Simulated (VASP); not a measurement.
Pt, 1 atom in the cell. The structure is cubic, space group Im-3m (No. 229). Conventional cell: a = 3.126 Å, b = 3.126 Å, c = 3.126 Å, α = 90.00°, β = 90.00°, γ = 90.00°. Within 3.6 Å of Pt (site symmetry m-3m) lie 14 Pt at 2.71 to 3.13 Å.  This cell differs from its parent crystal: volume scaled by 0.96.

* Program: VASP 6.6.1
* Task: single point
* Functional: LDA
* Potentials or basis: VASP PAW LDA potentials, release 64 (Pt)
* Cutoff: 520 eV
* k mesh: 12 × 12 × 12
* Occupations: fermi-dirac, width 0.05 eV
* Spin: no spin polarisation
* Dipole correction: no
* Further INCAR settings: ALGO = Normal; EDIFF = 1e-07; NBANDS = 11

Potentials or basis: VASP PAW LDA potentials, release 64 (Pt).

Launch:

```console
$ cat potpaw_LDA.64/Pt/POTCAR > POTCAR
$ mpirun -np 1 vasp_std > vasp.out
```

Hardware: 1 thread of AMD EPYC 9R45 96-Core Processor (Zen 5) (shared host).

Q: Estimate the wall time of this run.

A: It took 5.6 s on 1 thread of AMD EPYC 9R45 96-Core Processor (Zen 5) (shared host), peak memory 0.09 GiB. Counts: scf iterations 11, k points 72.
